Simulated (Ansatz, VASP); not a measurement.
# One calculation of GaP, two programs

```
Ga P
1.0
     0.00000    2.80206    2.57789
     2.80206    0.00000    2.57789
     2.80206    2.80206    0.00000
Ga P
1 1
Direct
  0.00000 0.00000 0.00000
  0.75000 0.75000 0.75000
```

Alike in both runs: task single point; functional PBE; k mesh 10 × 10 × 10; occupations gaussian, width 0.05 eV; no spin polarisation.

```csv
,VASP,Ansatz
version,VASP 6.6.1,Ansatz 0.2.0
potentials or method,"VASP PAW PBE potentials, release 64 (Ga_d, P), cutoff 520 eV","scalar-relativistic, plane waves, PAW"
valence electrons in the cell,18,18
```

|  | VASP | Ansatz | Ansatz less VASP |
| --- | --- | --- | --- |
| gap on the k mesh at the Fermi level (eV) | 0.84 | 0.84 | +0.001 |
| least direct gap on the mesh (eV) | 1.51 | 1.51 | +0.001 |
| pressure (GPa) | 2.3 | 2.3 | +0.08 |
| traceless stress, the component that is largest in VASP (GPa) | 3.46 | 3.46 | -0.009 |

The functional is the same, so the differences come from potentials, cutoffs and numerics.
